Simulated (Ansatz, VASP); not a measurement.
# HgTe in VASP and in Ansatz

```
CELL_PARAMETERS angstrom
3.79034 0.00000 0.00000
0.00000 3.79034 0.00000
0.00000 0.00000 3.79034
ATOMIC_POSITIONS crystal
Hg 0.00000 0.00000 0.00000
Te 0.50000 0.50000 0.50000
```

Alike in both runs: task single point; functional PBE-based screened hybrid; k mesh 4 × 4 × 4; occupations fermi-dirac, width 0.02 eV; no spin polarisation.

```csv
,VASP,Ansatz
version,VASP 6.6.1,Ansatz 0.2.0
potentials or method,"VASP PAW PBE potentials, release 64 (Hg, Te)",plane waves
plane-wave cutoff (eV),520,420
valence electrons in the cell,18,36
```

```csv
,VASP,Ansatz,Ansatz less VASP
pressure (GPa),-0.8,-0.6,+0.17
```

VASP's potentials were made for PBE, not for PBE-based screened hybrid. VASP's potentials hold 18 valence electrons a cell and Ansatz's 36, so a difference there can come from the potentials and not from the codes. Ansatz's warnings: filled band counts differ across k points, stress exchange threshold loose, stress scf threshold loose.

The k mesh is coarse, so the values compare programs but aren't converged. Neither program's run includes spin-orbit coupling.
